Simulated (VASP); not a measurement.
# Sr (Fm-3m) in VASP: further runs

Sr is run at these levels: HSE06; tasks: single point.

Everything below comes from runs of VASP 6.6.1. Logs are shortened: lines on timing, memory, paths and dates and some standing lists are left out, and cuts for length are marked.

**1. The cell of the first run**

Symmetry: Fm-3m, No. 225, cubic system. The conventional cell has a = 5.980 Å, b = 5.980 Å, c = 5.980 Å, α = 90.00°, β = 90.00°, γ = 90.00°. Sr (site symmetry m-3m) has 12 Sr at 4.23 Å within 5.5 Å.

**2. Single point, HSE06**

POSCAR reads:

```
Sr
1.0
    0.0000000000      2.9897980490      2.9897980490
    2.9897980490      0.0000000000      2.9897980490
    2.9897980490      2.9897980490      0.0000000000
Sr
1
Direct
    0.0000000000      0.0000000000      0.0000000000
```

INCAR.step1 reads:

```
SYSTEM = Sr
PREC = Accurate ; ENCUT = 520
EDIFF = 1E-5 ; ISMEAR = -1
SIGMA = 0.1 ; LREAL = .False.
LASPH = .True. ; NELM = 100
ALGO = Normal ; ISIF = 2
LWAVE = .True. ; LCHARG = .False.
GGA = PE ; NBANDS = 11
```

INCAR.step2 reads:

```
SYSTEM = Sr
PREC = Accurate ; ENCUT = 520
EDIFF = 1E-7 ; ISMEAR = -1
SIGMA = 0.1 ; LREAL = .False.
LASPH = .True. ; NELM = 100
ALGO = Normal ; ISIF = 2
LWAVE = .False. ; LCHARG = .False.
GGA = PE ; LHFCALC = .True.
HFSCREEN = 0.2079 ; PRECFOCK = Normal
ISTART = 1 ; NBANDS = 11
```

KPOINTS reads:

```
regular mesh
0
Gamma
  6 6 6
  0 0 0
```

Potentials or basis: VASP PAW PBE potentials, release 64 (Sr_sv).

Started as:

```
$ cat potpaw_PBE.64/Sr_sv/POTCAR > POTCAR
$ cp INCAR.step1 INCAR
$ mpirun -np 1 vasp_std > vasp.out
$ cp INCAR.step2 INCAR
$ mpirun -np 1 vasp_std > vasp.out
```

OUTCAR:

```text
SYSTEM = Sr
   PREC = Accurate
   ENCUT = 520
   EDIFF = 1E-7
   ISMEAR = -1
   LREAL = .False.
   LASPH = .True.
   NELM = 100
   ISIF = 2
   GGA = PE
   LHFCALC = .True.
   HFSCREEN = 0.2079
   PRECFOCK = Normal
   ISTART = 1

 ion  position               nearest neighbor table
   1  0.000  0.000  0.000-

  LATTYP: Found a face centered cubic cell.
 ALAT       =     5.9795960980

  Lattice vectors:

 A1 = (   0.0000000000,   2.9897980490,   2.9897980490)
 A2 = (   2.9897980490,   0.0000000000,   2.9897980490)
 A3 = (   2.9897980490,   2.9897980490,   0.0000000000)

Analysis of symmetry for initial positions (statically):
=====================================================================
 Subroutine PRICEL returns:
 Original cell was already a primitive cell.

 Routine SETGRP: Setting up the symmetry group for a
 face centered cubic supercell.

 Subroutine GETGRP returns: Found 48 space group operations
 (whereof 48 operations were pure point group operations)
 out of a pool of 48 trial point group operations.

The static configuration has the point symmetry O_h .

Analysis of symmetry for dynamics (positions and initial velocities):
=====================================================================
 Subroutine PRICEL returns:
 Original cell was already a primitive cell.

 Routine SETGRP: Setting up the symmetry group for a
 face centered cubic supercell.

 Subroutine GETGRP returns: Found 48 space group operations
 (whereof 48 operations were pure point group operations)
 out of a pool of 48 trial point group operations.

The dynamic configuration has the point symmetry O_h .

 Subroutine INISYM returns: Found 48 space group operations
 (whereof 48 operations are pure point group operations),
 and found     1 'primitive' translations

----------------------------------------------------------------------------------------

                                     Primitive cell

  volume of cell :      53.4510

  direct lattice vectors                    reciprocal lattice vectors
     0.000000000  2.989798049  2.989798049    -0.167235376  0.167235376  0.167235376
     2.989798049  0.000000000  2.989798049     0.167235376 -0.167235376  0.167235376
     2.989798049  2.989798049  0.000000000     0.167235376  0.167235376 -0.167235376

  length of vectors
     4.228212950  4.228212950  4.228212950     0.289660168  0.289660168  0.289660168

  position of ions in fractional coordinates (direct lattice)
     0.000000000  0.000000000  0.000000000

  ion indices of the primitive-cell ions
   primitive index   ion index
                 1           1

----------------------------------------------------------------------------------------

 KPOINTS: regular mesh

Automatic generation of k-mesh.
 Grid dimensions read from file:
 generate k-points for:    6    6    6

 Generating k-lattice:

  Cartesian coordinates                     Fractional coordinates (reciprocal lattice)
    -0.027872563  0.027872563  0.027872563     0.166666667  0.000000000  0.000000000
     0.027872563 -0.027872563  0.027872563     0.000000000  0.166666667  0.000000000
     0.027872563  0.027872563 -0.027872563     0.000000000  0.000000000  0.166666667

  Length of vectors
     0.048276695  0.048276695  0.048276695

  Shift w.r.t. Gamma in fractional coordinates (k-lattice)
     0.000000000  0.000000000  0.000000000

 Subroutine IBZKPT returns following result:
 ===========================================

 Found     16 irreducible k-points:

 Following reciprocal coordinates:
            Coordinates               Weight
  0.000000  0.000000  0.000000      1.000000
  0.166667  0.000000  0.000000      8.000000
  0.333333  0.000000  0.000000      8.000000
  0.500000  0.000000  0.000000      4.000000
  0.166667  0.166667  0.000000      6.000000
  0.333333  0.166667  0.000000     24.000000
[... 8 lines left out ...]
 -0.333333  0.333333  0.166667     24.000000
 -0.333333  0.500000  0.166667     12.000000
   k-points           NKPTS =     16   k-points in BZ     NKDIM =    216   number of bands    NBANDS=     11
   number of dos      NEDOS =    301   number of ions     NIONS =      1
   total plane-waves  NPLWV =  32768
   dimension x,y,z NGX =    32 NGY =   32 NGZ =   32
   dimension x,y,z NGXF=    64 NGYF=   64 NGZF=   64
   ions per type =               1
   NGX,Y,Z   is equivalent  to a cutoff of  12.58, 12.58, 12.58 a.u.
   NGXF,Y,Z  is equivalent  to a cutoff of  25.16, 25.16, 25.16 a.u.
 SYSTEM =  Sr
   PREC   = accura    normal or accurate (medium, high low for compatibility)
   ISTART =      1    job   : 0-new  1-cont  2-samecut
   ICHARG =      0    charge: 1-file 2-atom 10-const
   ISPIN  =      1    spin polarized calculation?
   LNONCOLLINEAR =      F non collinear calculations
   LSORBIT =      F    spin-orbit coupling
   LASPH  =      T    aspherical Exc in radial PAW
   ENCUT  =  520.0 eV  38.22 Ry    6.18 a.u.   7.86  7.86  7.86*2*pi/ulx,y,z
   NELM   =    100;   NELMIN=  2; NELMDL=  0     # of ELM steps
   EDIFF  = 0.1E-06   stopping-criterion for ELM
   LREAL  =      F    real-space projection
   EDIFFG = 0.1E-05   stopping-criterion for IOM
   NSW    =      0    number of steps for IOM
   IBRION =     -1    ionic relax: 0-MD 1-quasi-New 2-CG
   NFREE  =      0    steps in history (QN), initial steepest desc. (CG)
   ISIF   =      2    stress and relaxation
   ISYM   =      3    0-nonsym 1-usesym 2-fastsym
   POTIM  = 0.5000    time-step for ionic-motion
   TEBEG  =    0.0;   TEEND  =   0.0 temperature during run
   PSTRESS=    0.0 pullay stress
   NELECT =      10.0000    total number of electrons
   NUPDOWN=      -1.0000    fix difference up-down
   EMIN   =  10.00;   EMAX   =-10.00  energy-range for DOS
   EFERMI =   0.00;   METHOD = LEGACY
   ISMEAR =    -1;   SIGMA  =   0.10  broadening in eV -4-tet -1-fermi 0-gaus
   EFERMI_NEDOS =   21; number of points for ismear=-14 and -15
   IALGO  =     38    algorithm
   IMIX   =      1    mixing-type and parameters
     AMIX     =   0.40;   BMIX     =  1.00
     AMIX_MAG =   1.60;   BMIX_MAG =  1.00
  volume/ion in A,a.u.               =      53.45       360.70
  Fermi-wavevector in a.u.,A,eV,Ry     =   0.936317  1.769383 11.928089  0.876690
  Thomas-Fermi vector in A             =   2.063314
   LORBIT       =      0    0 simple, 1 ext, 2 COOP (PROOUT), +10 PAW based schemes
   GGA     = PE    functional components
   LHFCALC =     T    Hartree Fock is set to
   PRECFOCK=normal    Normal, Fast or Accurate (Low or Medium for compatibility)
   ENCUT4O =  -1.0   cutoff for four orbital integrals eV
   NKREDX  =     1    reduce k-point grid by
   NKREDY  =     1    reduce k-point grid by
   NKREDZ  =     1    reduce k-point grid by
   AEXX    =    0.2500 exact exchange contribution
   HFSCREEN=    0.2079 screening length (either q_TF or 0.3 A-1)
   HFSCREENC=   0.2079 screening length for correlation (either q_TF or 0.3 A-1)
   ENCUTFOCK=  -1.0 apply spherical cutoff to Coloumb kernel
   IVDW    =     0    specifies the selected vdW correction
   LEPSILON=     F    determine dielectric tensor
   LRPA    =     F    only Hartree local field effects (RPA)
 non-spin polarized calculation
  energy-cutoff  :      520.00
  volume of cell :       53.45
 maximum number of plane-waves:      1459
  NGX = 24; NGY = 24; NGZ = 24

 number of electron      10.0000000 magnetization

 Free energy of the ion-electron system (eV)
  ---------------------------------------------------
  ext. energy  EPLUGINS =         0.00000000
  ---------------------------------------------------
  free energy    TOTEN  =        -1.59635935 eV

  energy without entropy =       -1.54824824  energy(sigma->0) =       -1.57230379

 E-fermi :   1.7585     XC(G=0):  -6.2760

 val. band max:        1.7250447861   @ k =  -0.3333   0.3333   0.1667
 cond. band min:       1.8571405774   @ k =  -0.3333   0.3333   0.1667
 fundamental gap:      0.1320957913
 Fermi energy:         1.7585325661

 k-point     1 :       0.0000    0.0000    0.0000
  band No.  band energies     occupation
      1     -37.8364      2.00000
      2     -18.4213      2.00000
      3     -18.4213      2.00000
      4     -18.4213      2.00000
      5      -2.6367      2.00000
      6       4.6863      0.00000
      7       4.6863      0.00000
      8       4.6863      0.00000
      9       6.3096      0.00000
     10       6.3096      0.00000
     11       9.3919      0.00000

 k-point     2 :       0.1667    0.0000    0.0000
  band No.  band energies     occupation
      1     -37.8321      2.00000
      2     -18.4817      2.00000
      3     -18.4289      2.00000
      4     -18.4289      2.00000
      5      -2.1135      2.00000
      6       3.9812      0.00000
      7       4.8494      0.00000
      8       4.8494      0.00000
      9       6.0998      0.00000
     10       6.0998      0.00000
     11       9.8708      0.00000

 k-point     3 :       0.3333    0.0000    0.0000
  band No.  band energies     occupation
      1     -37.8235      2.00000
      2     -18.5984      2.00000
      3     -18.4442      2.00000
      4     -18.4442      2.00000
      5      -0.7359      2.00000
      6       2.7513      0.00010
      7       4.6761      0.00000
      8       4.6761      0.00000
      9       6.6714      0.00000
     10       6.6714      0.00000
     11       8.5867      0.00000

 k-point     4 :       0.5000    0.0000    0.0000
  band No.  band energies     occupation
      1     -37.8192      2.00000
      2     -18.6547      2.00000
      3     -18.4518      2.00000
      4     -18.4518      2.00000
      5       0.5786      1.99998
      6       1.6795      1.37572
      7       4.4758      0.00000
      8       4.4758      0.00000
      9       7.4686      0.00000
     10       7.4686      0.00000
     11       8.2263      0.00000

 k-point     5 :       0.1667    0.1667    0.0000
  band No.  band energies     occupation
      1     -37.8307      2.00000
      2     -18.4804      2.00000
      3     -18.4418      2.00000
      4     -18.4418      2.00000
      5      -1.9439      2.00000
      6       3.8718      0.00000
      7       4.9846      0.00000
      8       4.9846      0.00000
      9       5.2220      0.00000
     10       6.5574      0.00000
     11      10.9115      0.00000
[... 99 lines left out ...]
 k-point    13 :       0.5000    0.5000    0.0000
  band No.  band energies     occupation
      1     -37.8138      2.00000
      2     -18.6351      2.00000
      3     -18.5032      2.00000
      4     -18.5032      2.00000
      5       1.0211      1.99875
      6       2.4282      0.00247
      7       2.9095      0.00002
      8       7.4771      0.00000
      9       7.5794      0.00000
     10       7.6297      0.00000
     11       7.8161      0.00000

 k-point    14 :       0.5000    0.3333    0.1667
  band No.  band energies     occupation
      1     -37.8179      2.00000
      2     -18.5943      2.00000
      3     -18.5127      2.00000
      4     -18.4717      2.00000
      5       0.3420      2.00000
      6       2.7664      0.00008
      7       3.2050      0.00000
      8       5.3052      0.00000
      9       6.2481      0.00000
     10       7.7338      0.00000
     11       8.3940      0.00000

 k-point    15 :      -0.3333    0.3333    0.1667
  band No.  band energies     occupation
      1     -37.8151      2.00000
      2     -18.5995      2.00000
      3     -18.5403      2.00000
      4     -18.4848      2.00000
      5       1.7250      1.16589
      6       1.8571      0.54337
      7       3.0395      0.00001
      8       4.9539      0.00000
      9       6.7064      0.00000
     10       7.8110      0.00000
     11       7.8542      0.00000

 k-point    16 :      -0.3333    0.5000    0.1667
  band No.  band energies     occupation
      1     -37.8138      2.00000
      2     -18.6022      2.00000
      3     -18.5362      2.00000
      4     -18.5064      2.00000
      5       1.5579      1.76291
      6       2.4985      0.00122
      7       2.7350      0.00011
      8       4.9661      0.00000
      9       7.8210      0.00000
     10       7.8588      0.00000
     11       7.9319      0.00000

------------------------ aborting loop because EDIFF is reached ----------------------------------------

  FORCE on cell =-STRESS in cart. coord.  units (eV):
  Direction    XX          YY          ZZ          XY          YZ          ZX
  --------------------------------------------------------------------------------------
  -------------------------------------------------------------------------------------
  Total        0.2921570      0.2921570      0.2921570     -0.0000000     -0.0000000      0.0000000
  in kB        8.7573214      8.7573214      8.7573214     -0.0000000     -0.0000000      0.0000000
  external PRESSURE =       8.7573214 kB  Pullay stress =       0.0000000 kB

 VOLUME and BASIS-vectors are now :
 -----------------------------------------------------------------------------
  energy-cutoff  :      520.00
  volume of cell :       53.45
      direct lattice vectors                 reciprocal lattice vectors
     0.000000000  2.989798049  2.989798049    -0.167235376  0.167235376  0.167235376
     2.989798049  0.000000000  2.989798049     0.167235376 -0.167235376  0.167235376
     2.989798049  2.989798049  0.000000000     0.167235376  0.167235376 -0.167235376

 POSITION                                       TOTAL-FORCE (eV/Angst)
 -----------------------------------------------------------------------------------
      0.00000      0.00000      0.00000         0.000000      0.000000      0.000000
 -----------------------------------------------------------------------------------
    total drift:                               -0.000000     -0.000000     -0.000000

  FREE ENERGIE OF THE ION-ELECTRON SYSTEM (eV)
  ---------------------------------------------------
  free  energy   TOTEN  =        -1.5963593498 eV

  energy  without entropy=       -1.5482482357  energy(sigma->0) =       -1.57230379
```

It took 31 min on 1 thread of Intel Xeon Platinum 8259CL at 2.50GHz (Skylake/Cascade Lake), shared host; peak memory 0.29 GiB.

Results:

| Item | Value |
| --- | --- |
| Free energy | -1.5964 eV |
| Pressure | 0.9 GPa |
| Band gap on the k mesh | zero (bands 5 and 6 overlap by 0.05 eV) |

Levels at points of the mesh, in eV from the Fermi level:
| k point | band 3 | band 4 | band 5 | band 6 | band 7 | band 8 |
| --- | --- | --- | --- | --- | --- | --- |
| (0.00, 0.00, 0.00) | -20.18 | -20.18 | -4.40 | 2.93 | 2.93 | 2.93 |
| (0.50, 0.00, 0.00) | -20.21 | -20.21 | -1.18 | -0.08 | 2.72 | 2.72 |
| (0.50, 0.50, 0.00) | -20.26 | -20.26 | -0.74 | 0.67 | 1.15 | 5.72 |

Caveat: the PAW data sets were made with another functional, which shifts forces and pressure a little.

**3. Single point, HSE06**

This run uses another cell than the first one, of 55.09 Å³/atom.

POSCAR reads:

```
Sr
1.0
    0.0000000000      3.0200000735      3.0200000735
    3.0200000735      0.0000000000      3.0200000735
    3.0200000735      3.0200000735      0.0000000000
Sr
1
Direct
    0.0000000000      0.0000000000      0.0000000000
```

INCAR.step1 reads:

```
  PREC = Accurate
  ENCUT = 520
  EDIFF = 1E-5
  ISMEAR = -1
  SIGMA = 0.1
  LREAL = False
  LASPH = True
  NELM = 60
  ALGO = Normal
  ISIF = 2
  LWAVE = True
  LCHARG = False
  GGA = PE
  NBANDS = 11
```

INCAR.step2 reads:

```
  PREC = Accurate
  ENCUT = 520
  EDIFF = 1E-6
  ISMEAR = -1
  SIGMA = 0.1
  LREAL = False
  LASPH = True
  NELM = 60
  ALGO = Normal
  ISIF = 2
  LWAVE = False
  LCHARG = False
  GGA = PE
  LHFCALC = True
  HFSCREEN = 0.2079
  PRECFOCK = Normal
  ISTART = 1
  NBANDS = 11
```

KPOINTS reads:

```
regular mesh
0
Gamma
  6 6 6
```

Potentials or basis: VASP PAW PBE potentials, release 64 (Sr_sv).

Started as:

```
$ cat potpaw_PBE.64/Sr_sv/POTCAR > POTCAR
$ cp INCAR.step1 INCAR
$ mpirun -np 1 vasp_std > vasp.out
$ cp INCAR.step2 INCAR
$ mpirun -np 1 vasp_std > vasp.out
```

It took 16 min on 1 thread of Intel Xeon Platinum 8259CL at 2.50GHz (Skylake/Cascade Lake), shared host; peak memory 0.29 GiB.

The run converged. Its results:

```
Free energy            : -1.6032 eV
Pressure               : 0.4 GPa
Band gap on the k mesh : zero (bands 5 and 6 overlap by 0.09 eV)
```

Levels at points of the mesh, in eV from the Fermi level:
| k point | band 1 | band 2 | band 3 | band 4 | band 5 | band 6 | band 7 | band 8 | band 9 | band 10 |
| --- | --- | --- | --- | --- | --- | --- | --- | --- | --- | --- |
| (0.00, 0.00, 0.00) | -39.65 | -20.24 | -20.24 | -20.24 | -4.33 | 2.90 | 2.90 | 2.90 | 4.47 | 4.47 |
| (0.50, 0.00, 0.00) | -39.63 | -20.45 | -20.26 | -20.26 | -1.16 | -0.11 | 2.70 | 2.70 | 5.59 | 5.59 |
| (0.50, 0.50, 0.00) | -39.63 | -20.43 | -20.31 | -20.31 | -0.69 | 0.70 | 1.08 | 5.60 | 5.67 | 5.81 |

Caveat: the PAW data sets were made with another functional, which shifts forces and pressure a little.

The gap in the log of VASP goes by the Fermi energy; the results here count the filled bands.